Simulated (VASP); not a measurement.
# Ir (P6_3/mmc) in VASP: further runs, part 2 of 2

VASP 6.6.1. The steps go on from the part before.

## (3) Single point, r2SCAN

This run uses another cell than the first one, of 13.75 Å³/atom, 0.940 times its volume.

Input file POSCAR:

```
Ir
1.0
    2.6952115654      0.0000000000      0.0000000000
   -1.3476057827      2.3341216842      0.0000000000
    0.0000000000      0.0000000000      4.3711972971
Ir
2
Direct
    0.3333333333      0.6666666667      0.2500000000
    0.6666666667      0.3333333333      0.7500000000
```

Input file INCAR.step1:

```
PREC     = Accurate       # precision mode
ENCUT    = 550            # plane-wave cutoff, eV
ISMEAR   = -1             # smearing method
SIGMA    = 0.05           # smearing width, eV
LREAL    = False          # projectors in reciprocal space
LASPH    = True           # aspherical terms in the spheres
NELM     = 120            # most SCF steps
NBANDS   = 24             # bands
GGA      = PE             # functional
ALGO     = Normal         # electronic algorithm
EDIFF    = 1E-5           # SCF threshold, eV
LWAVE    = True           # write WAVECAR
LCHARG   = False          # write CHGCAR
GGA_COMPAT= False
```

Input file INCAR.step2:

```
PREC     = Accurate       # precision mode
ENCUT    = 550            # plane-wave cutoff, eV
EDIFF    = 1E-6           # SCF threshold, eV
ISMEAR   = -1             # smearing method
SIGMA    = 0.05           # smearing width, eV
LREAL    = False          # projectors in reciprocal space
LASPH    = True           # aspherical terms in the spheres
NELM     = 120            # most SCF steps
ALGO     = Normal         # electronic algorithm
ISIF     = 2              # what is computed and relaxed
LWAVE    = False          # write WAVECAR
LCHARG   = False          # write CHGCAR
METAGGA  = R2SCAN         # meta-GGA
LMIXTAU  = True         
NBANDS   = 24             # bands
ISTART   = 1            
GGA_COMPAT= False
```

Input file KPOINTS:

```
Automatic mesh
0
Gamma
  11 11 6
```

Potentials or basis: VASP PAW PBE potentials, release 64 (Ir_sv_GW).

Started as:

```sh
> cat potpaw_PBE.64/Ir_sv_GW/POTCAR > POTCAR
> cp INCAR.step1 INCAR
> mpirun -np 1 vasp_std > vasp.out
> cp INCAR.step2 INCAR
> mpirun -np 1 vasp_std > vasp.out
```

Run time: 3.3 min. Hardware: 1 thread of Intel Xeon Platinum 8259CL at 2.50GHz (Skylake/Cascade Lake), shared host; peak memory 0.19 GiB.

Results (log left out):

| Quantity | Value |
| --- | --- |
| Free energy | -105.5643 eV |
| Pressure | 13.0 GPa |
| Band gap on the k mesh | zero (band 17 reaches 14.42 eV, above the bottom of band 18 at 10.90 eV) |

Levels at points of the mesh, in eV from the Fermi level:
```
           k point  band 14  band 15  band 16  band 17  band 18  band 19  band 20  band 21
(0.00, 0.00, 0.00)    -3.46    -3.46    -2.60    -2.60    -0.85     0.31     0.31     7.80
(0.00, 0.00, 0.50)    -4.30    -4.30    -4.30    -0.50    -0.50    -0.50    -0.50    13.84
```

Caveat: the PAW data sets were made with another functional, which shifts forces and pressure a little; spin-orbit coupling is left out, which moves the levels of the heavy elements.

## (4) Single point, PBE0

This run uses another cell than the first one, of 14.92 Å³/atom, 1.020 times its volume.

Input file POSCAR:

```
Ir
1.0
    2.7695994713      0.0000000000      0.0000000000
   -1.3847997356      2.3985435004      0.0000000000
    0.0000000000      0.0000000000      4.4918424506
Ir
2
Direct
    0.3333333333      0.6666666667      0.2500000000
    0.6666666667      0.3333333333      0.7500000000
```

Input file INCAR.step1:

```
SYSTEM = Ir
PREC = Accurate
ENCUT = 520
EDIFF = 1E-5
ISMEAR = -1
SIGMA = 0.05
LREAL = .FALSE.
LASPH = .TRUE.
NELM = 60
ALGO = Normal
ISIF = 2
LWAVE = .TRUE.
LCHARG = .FALSE.
GGA = PE
NBANDS = 16
```

Input file INCAR.step2:

```
SYSTEM = Ir
PREC = Accurate
ENCUT = 520
EDIFF = 1E-6
ISMEAR = -1
SIGMA = 0.05
LREAL = .FALSE.
LASPH = .TRUE.
NELM = 60
ALGO = Normal
ISIF = 2
LWAVE = .FALSE.
LCHARG = .FALSE.
GGA = PE
LHFCALC = .TRUE.
AEXX = 0.25
PRECFOCK = Normal
ISTART = 1
NBANDS = 16
```

Input file KPOINTS:

```
regular mesh
0
G
  6 6 4
  0 0 0
```

Potentials or basis: VASP PAW PBE potentials, release 64 (Ir).

Started as:

```sh
> cat potpaw_PBE.64/Ir/POTCAR > POTCAR
> cp INCAR.step1 INCAR
> mpirun -np 1 vasp_std > vasp.out
> cp INCAR.step2 INCAR
> mpirun -np 1 vasp_std > vasp.out
```

It took 15 min on 1 thread of Intel Xeon 6975P-C (Granite Rapids), shared host; peak memory 0.18 GiB.

The run converged. Its results:

- Free energy: -21.6270 eV
- Pressure: -19.3 GPa
- Band gap on the k mesh: zero (band 9 reaches 10.63 eV, above the bottom of band 10 at 6.21 eV)

Stress tensor (GPa, compression positive):
```
-16.91   0.00   0.00
  0.00 -16.91   0.00
  0.00   0.00 -24.18
```

Levels at points of the mesh, in eV from the Fermi level:
```tsv
k point	band 7	band 8	band 9	band 10	band 11	band 12
(0.00, 0.00, 0.00)	-3.76	-2.95	-2.95	-0.98	0.97	0.97
(0.50, 0.00, 0.00)	-3.53	1.25	1.57	1.64	3.66	5.32
(0.00, 0.00, 0.50)	-4.57	-4.57	-0.68	-0.68	-0.68	-0.68
(0.50, 0.00, 0.50)	-1.12	-1.12	1.55	1.55	2.70	2.70
```

Caveat: the k points lie up to 0.44 Å⁻¹ apart; the PAW data sets were made with another functional, which shifts forces and pressure a little; spin-orbit coupling is left out, which moves the levels of the heavy elements.

## (5) Single point, PBE0

This run uses another cell than the first one, of 15.21 Å³/atom, 1.040 times its volume.

Input file POSCAR:

```
Ir
1.0
    2.7875843874      0.0000000000      0.0000000000
   -1.3937921937      2.4141188946      0.0000000000
    0.0000000000      0.0000000000      4.5210110761
Ir
2
Direct
    0.3333333333      0.6666666667      0.2500000000
    0.6666666667      0.3333333333      0.7500000000
```

INCAR.step1 is that of step 4.

INCAR.step2 is that of step 4.

Input file KPOINTS:

```
Automatic mesh
0
G
  6 6 4
  0 0 0
```

Started as:

```sh
> cat potpaw_PBE.64/Ir/POTCAR > POTCAR
> cp INCAR.step1 INCAR
> mpirun -np 1 vasp_std > vasp.out
> cp INCAR.step2 INCAR
> mpirun -np 1 vasp_std > vasp.out
```

Run time: 13 min. Hardware: 1 thread of Intel Xeon 6975P-C (Granite Rapids), shared host; peak memory 0.17 GiB.

The run converged. Its results:

```yaml
Free_energy: -21.5469 eV
Pressure: -24.7 GPa
Band_gap_on_the_k_mesh: zero (band 9 reaches 10.27 eV, above the bottom of band 10 at 5.96 eV)
```

Stress tensor (GPa, compression positive):
```
-22.38   0.00   0.00
  0.00 -22.38   0.00
  0.00   0.00 -29.46
```

Levels at points of the mesh, in eV from the Fermi level:
| k point | band 5 | band 6 | band 7 | band 8 | band 9 | band 10 | band 11 | band 12 | band 13 | band 14 |
| --- | --- | --- | --- | --- | --- | --- | --- | --- | --- | --- |
| (0.00, 0.00, 0.00) | -4.32 | -3.67 | -3.67 | -2.88 | -2.88 | -0.91 | 0.96 | 0.96 | 8.03 | 16.05 |
| (0.50, 0.00, 0.00) | -3.97 | -3.72 | -3.45 | 1.21 | 1.53 | 1.59 | 3.59 | 5.22 | 9.42 | 11.31 |
| (0.00, 0.00, 0.50) | -4.45 | -4.45 | -4.45 | -4.45 | -0.67 | -0.67 | -0.67 | -0.67 | 15.17 | 15.17 |
| (0.50, 0.00, 0.50) | -2.46 | -2.46 | -1.08 | -1.08 | 1.51 | 1.51 | 2.67 | 2.67 | 8.68 | 8.68 |

Caveat: the k points lie up to 0.43 Å⁻¹ apart; the PAW data sets were made with another functional, which shifts forces and pressure a little; spin-orbit coupling is left out, which moves the levels of the heavy elements.

## (6) Single point, PBEsol, non-collinear spin, zero start, spin-orbit coupling

Input file INCAR:

```
PREC = Accurate ; ENCUT = 500
EDIFF = 1E-6 ; ISMEAR = -1
SIGMA = 0.05 ; LREAL = False
LASPH = True ; NELM = 200
ALGO = Normal ; ISIF = 2
LWAVE = False ; LCHARG = False
LNONCOLLINEAR = True ; MAGMOM = 0 0 0 0 0 0
LORBIT = 11 ; LSORBIT = True
GGA_COMPAT = False ; LORBMOM = True
LMAXMIX = 4 ; GGA = PS
NBANDS = 46
```

Input file KPOINTS:

```
Automatic mesh
0
Gamma
  8 8 5
```

Input file POSCAR:

```
Ir
1.0
    2.7513778946      0.0000000000      0.0000000000
   -1.3756889473      2.3827631521      0.0000000000
    0.0000000000      0.0000000000      4.4622900000
Ir
2
Direct
    0.3333333333      0.6666666667      0.2500000000
    0.6666666667      0.3333333333      0.7500000000
```

Potentials or basis: VASP PAW PBE potentials, release 64 (Ir_sv_GW).

Started as:

```sh
> cat potpaw_PBE.64/Ir_sv_GW/POTCAR > POTCAR
> mpirun -np 1 vasp_ncl > vasp.out
```

It took 52 s on 1 thread of AMD EPYC 7R13 (Zen 3), shared host; peak memory 0.21 GiB.

It converged, with:

| Property | Result |
| --- | --- |
| Free energy | -24.6071 eV |
| Pressure | -12.8 GPa |
| Net moment | 0.00 μB per cell |
| Valence electrons inside the program's atomic spheres | Ir 16.44 |

Moments on the atoms (μB; x, y, z):
```
Ir  0.00 0.00 0.00
Ir  0.00 0.00 0.00
```

Caveat: the PAW data sets were made with another functional, which shifts forces and pressure a little.

## (7) Summary

| level | potentials or basis | spin | cell | k mesh | cutoff (eV) | smearing | second run | grid for exact exchange (PRECFOCK) | gap on the mesh (eV) | pressure (GPa) | moment (μB) |
| --- | --- | --- | --- | --- | --- | --- | --- | --- | --- | --- | --- |
| PBE | VASP PAW PBE potentials, release 64 (Ir_sv_GW) | non-collinear, zero start, SOC | a = 2.751, b = 2.751, c = 4.462 Å, angles 90.0, 90.0, 120.0°, 2 atoms | 9 × 9 × 5 | 500 | gaussian 0.05 eV | valence_matched | - | - | -2.8 | 0.00 |
| r2SCAN | VASP PAW PBE potentials, release 64 (Ir_sv_GW) | off | a = 2.695, b = 2.695, c = 4.371 Å, angles 90.0, 90.0, 120.0°, 2 atoms | 11 × 11 × 6 | 550 | fermi-dirac 0.05 eV | valence_matched | - | none | 13.0 | - |
| PBE0 | VASP PAW PBE potentials, release 64 (Ir) | off | a = 2.770, b = 2.770, c = 4.492 Å, angles 90.0, 90.0, 120.0°, 2 atoms | 6 × 6 × 4 | 520 | fermi-dirac 0.05 eV | - | Normal | none | -19.3 | - |
| PBE0 | VASP PAW PBE potentials, release 64 (Ir) | off | a = 2.788, b = 2.788, c = 4.521 Å, angles 90.0, 90.0, 120.0°, 2 atoms | 6 × 6 × 4 | 520 | fermi-dirac 0.05 eV | - | Normal | none | -24.7 | - |
| PBEsol | VASP PAW PBE potentials, release 64 (Ir_sv_GW) | non-collinear, zero start, SOC | a = 2.751, b = 2.751, c = 4.462 Å, angles 90.0, 90.0, 120.0°, 2 atoms | 8 × 8 × 5 | 500 | fermi-dirac 0.05 eV | valence_matched | - | - | -12.8 | 0.00 |

Alike in all rows: task single point.

Caveats: some runs use coarse meshes; the PAW data sets were made with another functional, which shifts forces and pressure a little (some runs); spin-orbit coupling is left out, which moves the levels of the heavy elements (some runs).

Absolute energies hang on the potentials; compare differences alone.
